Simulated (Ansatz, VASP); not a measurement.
**Co in VASP and in Ansatz**

The input INCAR:

```
ALGO = Normal
EDIFF = 1E-6
ENCUT = 690
GGA = PE
GGA_COMPAT = False
ISIF = 2
ISMEAR = -1
ISPIN = 2
LASPH = True
LCHARG = True
LELF = True
LMAXMIX = 4
LORBIT = 11
LREAL = False
LVHAR = True
LWAVE = False
MAGMOM = 2
NBANDS = 18
NELM = 200
PREC = Accurate
SIGMA = 0.05
```

The input KPOINTS:

```
k-points
0
Gamma
  13 13 13
```

The input POSCAR:

```
Co
1.0
   -1.3736931920      1.3736931920      1.3736931920
    1.3736931920     -1.3736931920      1.3736931920
    1.3736931920      1.3736931920     -1.3736931920
Co
1
Direct
    0.0000000000      0.0000000000      0.0000000000
```

The input input.yaml:

```yaml
crystal:
  lattice:
    - [-1.373693192, 1.373693192, 1.373693192]
    - [1.373693192, -1.373693192, 1.373693192]
    - [1.373693192, 1.373693192, -1.373693192]
  atoms:
    - { symbol: Co, position: [0.0, 0.0, 0.0], spin: 2.0 }
hamiltonian:
  xc: pbe
  pseudopotentials: { kind: paw }
magnetization:
  spin_polarized: true
kpoints:
  mp_grid: { grid: [13, 13, 13] }
scf:
  occupations: { method: fermi_dirac, width: 0.05 }
output:
  forces: true
  stress: true
  eigenvalues: true
```

Alike in both runs: task single point; functional PBE; k mesh 13 × 13 × 13; occupations fermi-dirac, width 0.05 eV; collinear spin.

```csv
,VASP,Ansatz
version,VASP 6.6.1,Ansatz 0.2.0
potentials or method,"VASP PAW PBE potentials, release 64 (Co_sv)",Ansatz PAW
plane-wave cutoff (eV),690,420
valence electrons in the cell,17,17
```

Ansatz gave:

| Item | Value |
| --- | --- |
| gap on the k mesh at the Fermi level (eV) | none |
| pressure (GPa) | 15.7 |
| net moment per atom (μB) | 1.68 |
| size of the moment on the site where the two differ most (μB) | 1.74 |

Which values does VASP return?

gap on the k mesh at the Fermi level (eV): none; pressure (GPa): 14.3; net moment per atom (μB): 1.68; size of the moment on the site where the two differ most (μB): 1.73.

Site moments also hang on the region over which each program counts them. A gap of «none» marks a metal or a gap that the smearing closes. The functional is the same, so the differences come from potentials, cutoffs and numerics.
